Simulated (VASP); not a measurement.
Here is a VASP 6.6.1 calculation.

The input INCAR:

```
SYSTEM = BaTiO3
ALGO = Normal ; EDIFF = 1E-6
ENCUT = 520 ; GGA = PS
ISIF = 2 ; ISMEAR = -1
LASPH = .True. ; LCHARG = .True.
LELF = .True. ; LREAL = .False.
LVHAR = .True. ; LWAVE = .False.
NBANDS = 28 ; NELM = 100
PREC = Accurate ; SIGMA = 0.03
```

File KPOINTS:

```
k-points
0
Gamma
  6 6 6
  0 0 0
```

File POSCAR:

```
BaTiO3
1.0
    3.9698010395      0.0000000000      0.0000000000
    0.0000000000      3.9698010395      0.0000000000
    0.0000000000      0.0000000000      3.9698010395
Ba Ti O
1 1 3
Direct
    0.0000000000      0.0000000000      0.0000000000
    0.5000000000      0.5000000000      0.5000000000
    0.5000000000      0.5000000000      0.0000000000
    0.5000000000      0.0000000000      0.5000000000
    0.0000000000      0.5000000000      0.5000000000
```

Potentials or basis: VASP PAW PBE potentials, release 64 (Ba_sv, Ti_sv, O).

Run with:

```console
$ cat potpaw_PBE.64/Ba_sv/POTCAR potpaw_PBE.64/Ti_sv/POTCAR potpaw_PBE.64/O/POTCAR > POTCAR
$ mpirun -np 1 vasp_std > vasp.out
```

Q: Predict the band gap on the k mesh.

A: 1.74 eV, indirect (least direct gap 1.86 eV).

Q: Predict the pressure.

A: 2.0 GPa.

Caveat: the PAW data sets were made with another functional, which shifts forces and pressure a little; spin-orbit coupling is left out, which moves the levels of the heavy elements. A k mesh can miss the band edges.
